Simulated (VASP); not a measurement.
Crystal: RbZn (CsCl type).

```
Rb Zn
1.0
     4.62507    0.00000    0.00000
     0.00000    4.62507    0.00000
     0.00000    0.00000    4.62507
Rb Zn
1 1
Direct
  0.00000 0.00000 0.00000
  0.50000 0.50000 0.50000
```

* Program: VASP 6.6.1
* Task: relaxation of cell and atoms
* Functional: r2SCAN
* Potentials or basis: VASP PAW PBE potentials, release 64 (Rb_sv, Zn)
* Cutoff: 600 eV
* k mesh: 9 × 9 × 9
* Occupations: fermi-dirac, width 0.05 eV
* Spin: no spin polarisation

At the start: pressure -1.0 GPa; volume 49.47 Å³/atom.

Question: How do energy, volume and symmetry change on relaxing?

Answer: Over 6 steps the energy falls by 30.6 meV/atom and the volume is 41.33 Å³/atom (-16.4 %); space group Pm-3m (No. 221, to 0.05 Å).

The path:
| step | energy change (eV) | largest force (eV/Å) | pressure (GPa) | volume (Å³) |
| --- | --- | --- | --- | --- |
| 1 | 0.0000 | 0.0000 | -1.02 | 98.94 |
| 2 | -0.0265 | 0.0000 | -0.86 | 94.49 |
| 3 | -0.0546 | 0.0000 | -0.42 | 87.53 |
| 4 | -0.0392 | 0.0000 | 0.99 | 74.65 |
| 5 | -0.0611 | 0.0000 | -0.04 | 83.13 |
| 6 | -0.0612 | 0.0000 | 0.00 | 82.67 |

Final structure:
```cif
data_structure
_symmetry_space_group_name_H-M 'P 1'
_symmetry_Int_Tables_number 1
_cell_length_a 4.3563
_cell_length_b 4.3563
_cell_length_c 4.3563
_cell_angle_alpha 90.000
_cell_angle_beta 90.000
_cell_angle_gamma 90.000
_cell_volume 82.67
loop_
_atom_site_label
_atom_site_type_symbol
_atom_site_fract_x
_atom_site_fract_y
_atom_site_fract_z
_atom_site_occupancy
Rb1 Rb 0.00000 0.00000 0.00000 1
Zn1 Zn 0.50000 0.50000 0.50000 1
```

Caveat: the volume moved by over 15 % at a fixed basis, so the end points are rough; the PAW data sets were made with another functional, which shifts forces and pressure a little.
